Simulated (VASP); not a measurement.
## Hg: single point with PBE

Hg:

```
CELL_PARAMETERS angstrom
2.07840 1.19996 1.97474
-2.07840 1.19996 1.97474
0.00000 -2.39993 1.97474
ATOMIC_POSITIONS crystal
Hg 0.00000 0.00000 0.00000
```

```
Program             : VASP 6.6.1
Task                : single point
Functional          : PBE
Potentials or basis : VASP PAW PBE potentials, release 64 (Hg)
Cutoff              : 520 eV
k mesh              : 10 × 10 × 10
Occupations         : fermi-dirac, width 0.3 eV
Spin                : no spin polarisation
```

- Pressure: 0.1 GPa
- Band gap on the k mesh: zero (band 6 reaches 4.25 eV, above the bottom of band 7 at 0.01 eV)

Levels at points of the mesh, in eV from the Fermi level:
```csv
k point,band 4,band 5,band 6,band 7,band 8,band 9
"(0.00, 0.00, 0.00)",-5.91,-5.91,-5.86,9.66,9.66,9.88
"(0.50, 0.00, 0.00)",-6.28,-5.85,-2.87,-1.30,12.21,12.23
"(0.50, 0.50, 0.00)",-6.26,-5.38,0.15,1.00,2.39,7.31
"(0.50, 0.50, 0.50)",-5.36,-5.36,2.95,3.23,5.44,5.44
```

Wall time 11 s on 1 thread of Intel(R) Xeon(R) 6975P-C (Granite Rapids), with other jobs on the host, peak memory 0.16 GiB.

Caveat: spin-orbit coupling is left out, which moves the levels of the heavy elements.
